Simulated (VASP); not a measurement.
The system is SnO.

```xyz
4
Lattice="3.2982 0.0000 0.0000 -1.6491 2.8563 0.0000 0.0000 0.0000 9.2164" Properties=species:S:1:pos:R:3 pbc="T T T"
Sn    0.0000    1.9042   -0.0612
Sn    1.6491    0.9521    4.5470
O     0.0000    1.9042    3.5173
O     1.6491    0.9521    8.1255
```

Base run:

* Program: VASP 6.6.1
* Functional: LDA
* Potentials or basis: VASP PAW LDA potentials, release 64 (Sn_d, O)
* Cutoff: 520 eV
* k mesh: 6 × 6 × 2
* Occupations: gaussian, width 0.01 eV
* Spin: no spin polarisation

Its results: band gap on the k mesh 1.31 eV, indirect (least direct gap 1.64 eV); pressure -1.8 GPa; largest force 0.006 eV/Å.

Task: The run is repeated on the same cell with these changes: functional from LDA to PBE; potentials or basis from VASP PAW LDA potentials, release 64 (Sn_d, O) to VASP PAW PBE potentials, release 64 (Sn_d, O). What comes out?

Result: Band gap on the k mesh 1.39 eV, indirect (least direct gap 1.66 eV); pressure 3.3 GPa; largest force 0.505 eV/Å.

Caveats: spin-orbit coupling is left out, which moves the levels of the heavy elements.

A k mesh can miss the band edges.
